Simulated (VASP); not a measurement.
**As: single point with PBE-based screened hybrid with 25 % exact exchange**

The system is As.

```xyz
2
Lattice="2.7037 0.0000 0.0000 0.0000 2.7037 0.0000 0.0000 0.0000 5.4074" Properties=species:S:1:pos:R:3 pbc="T T T"
As    1.1288    1.3103    1.3138
As    1.5749    1.3934    4.0935
```

| Item | Value |
| --- | --- |
| Program | VASP 6.6.1 |
| Task | single point |
| Functional | PBE-based screened hybrid with 25 % exact exchange |
| Potentials or basis | VASP PAW PBE potentials, release 64 (As) |
| Cutoff | 520 eV |
| k mesh | 5 × 5 × 3 |
| Occupations | fermi-dirac, width 0.05 eV |
| Spin | no spin polarisation |

* Pressure: -1.5 GPa
* Largest force: 0.318 eV/Å
* Band gap on the k mesh: zero (bands 5 and 6 overlap by 7.20 eV)

Forces in eV/Å, atoms in the order of the input:
```
As   0.244  0.043 -0.199
As  -0.244 -0.043  0.199
```

Stress tensor (GPa, compression positive):
```
 2.93  0.23  0.63
 0.23  0.75  0.08
 0.63  0.08 -8.32
```

Levels at points of the mesh, in eV from the Fermi level:
```csv
k point,band 1,band 2,band 3,band 4,band 5,band 6,band 7,band 8,band 9,band 10
"(0.00, 0.00, 0.00)",-16.86,-13.37,-7.91,4.17,4.28,4.65,5.76,6.74,8.63,9.43
```

It took 6.7 min on 1 thread of Intel(R) Xeon(R) Platinum 8488C (Sapphire Rapids) (shared host), peak memory 0.26 GiB.

Caveat: the k points lie up to 0.46 Å⁻¹ apart, too coarse for converged energies and pressures of a metal; the PAW data sets were made with another functional, which shifts forces and pressure a little.
